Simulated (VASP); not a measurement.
Rb2Pt: relaxation of cell and atoms with PBE

Rb2Pt:

```
CELL_PARAMETERS angstrom
5.20184 0.00000 0.00000
-2.60092 4.50492 0.00000
0.00000 0.00000 8.26041
ATOMIC_POSITIONS crystal
Rb 0.66667 0.33333 0.83354
Rb 0.33333 0.66667 0.16646
Pt 0.00000 0.00000 0.00000
```

- Program: VASP 6.6.1
- Task: relaxation of cell and atoms
- Functional: PBE
- Potentials or basis: VASP PAW PBE potentials, release 64 (Rb_sv, Pt)
- Cutoff: 600 eV
- k mesh: 12 × 12 × 6
- Occupations: gaussian, width 0.02 eV
- Spin: no spin polarisation
- Dipole correction: no
- Further INCAR settings: ALGO = Normal; EDIFF = 1e-06; IBRION = 2; EDIFFG = -0.01; NSW = 100; ISIF = 3

```json
{
  "Relaxed cell": "a = 5.216 Å, b = 5.216 Å, c = 8.264 Å, α = 90.00°, β = 90.00°, γ = 120.00°",
  "Space group after relaxing (to 0.05 Å)": "P-3m1 (No. 164)",
  "Energy gained by relaxing": "0.1 meV/atom",
  "Ionic steps": "5",
  "Pressure after relaxing": "0.0 GPa",
  "Largest force after relaxing": "0.008 eV/Å",
  "Band gap on the k mesh": "0.56 eV, indirect (least direct gap 0.62 eV)"
}
```

Forces in eV/Å, atoms in the order of the input:
```
Rb   0.000  0.000 -0.008
Rb   0.000  0.000  0.008
Pt   0.000  0.000  0.000
```

Step by step:
```
step  energy change (eV)  largest force (eV/Å)  pressure (GPa)  volume (Å³)
   1              0.0000                0.0228            0.07       193.57
   2             -0.0003                0.0132            0.03       194.36
   3             -0.0004                0.0037           -0.01       195.09
   4             -0.0004                0.0036           -0.02       195.05
   5             -0.0004                0.0080            0.00       194.70
```

Final structure:
```
Rb Pt
1.0
     5.21575    0.00000    0.00000
    -2.60787    4.51697    0.00000
     0.00000    0.00000    8.26435
Rb Pt
2 1
Cartesian
  2.6079 1.5057 6.8871
  0.0000 3.0113 1.3773
  0.0000 0.0000 0.0000
```

Levels at points of the mesh, in eV from the valence-band top:
| k point | band 11 | band 12 | band 13 | band 14 | band 15 | band 16 | band 17 | band 18 |
| --- | --- | --- | --- | --- | --- | --- | --- | --- |
| (0.00, 0.00, 0.00) | -0.21 | -0.08 | -0.06 | -0.06 | 1.51 | 1.67 | 3.83 | 3.83 |
| (0.50, 0.00, 0.00) | -0.13 | -0.10 | -0.09 | 0.00 | 1.48 | 2.89 | 3.02 | 3.88 |
| (0.00, 0.00, 0.50) | -0.22 | -0.07 | -0.06 | -0.06 | 0.56 | 3.03 | 3.82 | 3.82 |
| (0.50, 0.00, 0.50) | -0.14 | -0.09 | -0.08 | 0.00 | 1.69 | 2.38 | 2.70 | 4.31 |

It took 17 min on 1 thread of Intel(R) Xeon(R) Platinum 8259CL CPU @ 2.50GHz (Skylake/Cascade Lake), on a shared host, peak memory 0.69 GiB.

Caveat: spin-orbit coupling is left out, which moves the levels of the heavy elements. A k mesh can miss the band edges.
